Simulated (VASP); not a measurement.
Zr, 1 atom in the cell. Symmetry: Fm-3m, No. 225, cubic system. Conventional cell: a = 4.510 Å, b = 4.510 Å, c = 4.510 Å, α = 90.00°, β = 90.00°, γ = 90.00°. Zr (site symmetry m-3m) has 12 Zr at 3.19 Å within 4.2 Å. This isn't the form of Zr at room conditions, which is hcp.

| Quantity | Value |
| --- | --- |
| Program | VASP 6.6.1 |
| Task | single point |
| Functional | PBE exchange alone |
| Potentials or basis | VASP PAW PBE potentials, release 64 (Zr_sv) |
| Cutoff | 520 eV |
| k mesh | 10 × 10 × 10 |
| Occupations | methfessel-paxton, width 0.025 eV |
| Spin | no spin polarisation |
| Dipole correction | no |
| Further INCAR settings | ALGO = Normal; EDIFF = 1e-06; NBANDS = 12 |

Potentials or basis: VASP PAW PBE potentials, release 64 (Zr_sv).

The run is started by

```sh
$ cat potpaw_PBE.64/Zr_sv/POTCAR > POTCAR
$ mpirun -np 1 vasp_std > vasp.out
```

Hardware: 1 thread of Intel(R) Xeon(R) 6975P-C (Granite Rapids), on a shared host.

**Question.** How long does it take, and how much memory?

**Answer.** It took 4.3 s on 1 thread of Intel(R) Xeon(R) 6975P-C (Granite Rapids), with other jobs on the host, peak memory 0.13 GiB. Counts: scf iterations 12, k points 47.
